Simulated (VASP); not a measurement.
Write the native input for VASP 6.6.1 that does the following.

| Item | Value |
| --- | --- |
| Task | single point |
| Functional | PBEsol |
| Potentials or basis | VASP PAW PBE potentials, release 64 (Hg, Te) |
| Cutoff | 520 eV |
| k mesh | 4 × 4 × 4 |
| Occupations | gaussian, width 0.1 eV |
| Spin | no spin polarisation |
| Dipole correction | no |
| Further INCAR settings | ALGO = Normal; EDIFF = 1e-06; NBANDS = 26 |

The structure of HgTe lies in POSCAR:

```
HgTe
1.0
    2.9838307844     -3.3898179402      0.0000000000
    2.9838307844      3.3898179402      0.0000000000
    0.0000000000      0.0000000000      5.3537449300
Hg Te
2 2
Direct
    0.3674564406      0.6325435594      0.7500000000
    0.6325435594      0.3674564406      0.2500000000
    0.8189184492      0.1810815508      0.7500000000
    0.1810815508      0.8189184492      0.2500000000
```

These files were run (other wordings do the same):

INCAR

```
SYSTEM = HgTe
ALGO     = Normal         ! electronic algorithm
EDIFF    = 1E-6           ! SCF threshold, eV
ENCUT    = 520            ! plane-wave cutoff, eV
GGA      = PS             ! functional
ISIF     = 2              ! what is computed and relaxed
ISMEAR   = 0              ! smearing method
LASPH    = .True.         ! aspherical terms in the spheres
LCHARG   = .True.         ! write CHGCAR
LELF     = .True.         ! ELF
LREAL    = .False.        ! projectors in reciprocal space
LVHAR    = .True.       
LWAVE    = .False.        ! write WAVECAR
NBANDS   = 26             ! bands
NELM     = 80             ! most SCF steps
PREC     = Accurate       ! precision mode
SIGMA    = 0.1            ! smearing width, eV
```

KPOINTS

```
k-points
0
Gamma
  4 4 4
  0 0 0
```

Potentials or basis: VASP PAW PBE potentials, release 64 (Hg, Te).

Launch:

```sh
$ cat potpaw_PBE.64/Hg/POTCAR potpaw_PBE.64/Te/POTCAR > POTCAR
$ mpirun -np 1 vasp_std > vasp.out
```

It gave:

| Property | Result |
| --- | --- |
| Pressure | 0.2 GPa |
| Largest force | 0.019 eV/Å |
| Band gap on the k mesh | zero (bands 18 and 19 overlap by 1.82 eV) |

Caveat: the PAW data sets were made with another functional, which shifts forces and pressure a little; spin-orbit coupling is left out, which moves the levels of the heavy elements.

It took 23 s on 1 thread of Intel(R) Xeon(R) 6975P-C (Granite Rapids) (shared host), peak memory 0.23 GiB.
